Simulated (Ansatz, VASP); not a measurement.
SiO2: VASP beside Ansatz

```xyz
6
Lattice="4.2549 0.0000 0.0000 0.0000 4.2549 0.0000 0.0000 0.0000 2.5336" Properties=species:S:1:pos:R:3 pbc="T T T"
Si    2.1275    2.1275    1.2668
Si    0.0000    0.0000    0.0000
O     2.9547    2.9547    0.0000
O     0.8273    3.4276    1.2668
O     1.3002    1.3002    0.0000
O     3.4276    0.8273    1.2668
```

Alike in both runs: task single point; functional LDA; k mesh 6 × 6 × 8; occupations gaussian, width 0.05 eV; no spin polarisation.

```csv
,VASP,Ansatz
version,VASP 6.6.1,Ansatz 0.2.0
potentials or method,"VASP PAW LDA potentials, release 64 (Si, O_h), cutoff 910 eV","scalar-relativistic, plane waves, PAW"
valence electrons in the cell,32,32
```

Ansatz gave:

- gap on the k mesh at the Fermi level (eV): 6.02
- least direct gap on the mesh (eV): 6.02
- rms of the force components (eV/Å): 0.196

Which values does VASP return?

gap on the k mesh at the Fermi level (eV): 6.03; least direct gap on the mesh (eV): 6.03; rms of the force components (eV/Å): 0.179.

Ansatz warns that its potentials were made for another functional, while VASP's fit it. LDA's correlation is that of Perdew and Zunger in VASP and of Perdew and Wang (1992) in Ansatz. Atom by atom the forces differ by 0.017 eV/Å (rms over components).

Noted on VASP's run: the cutoff is short for stress, so the pressure is rough.
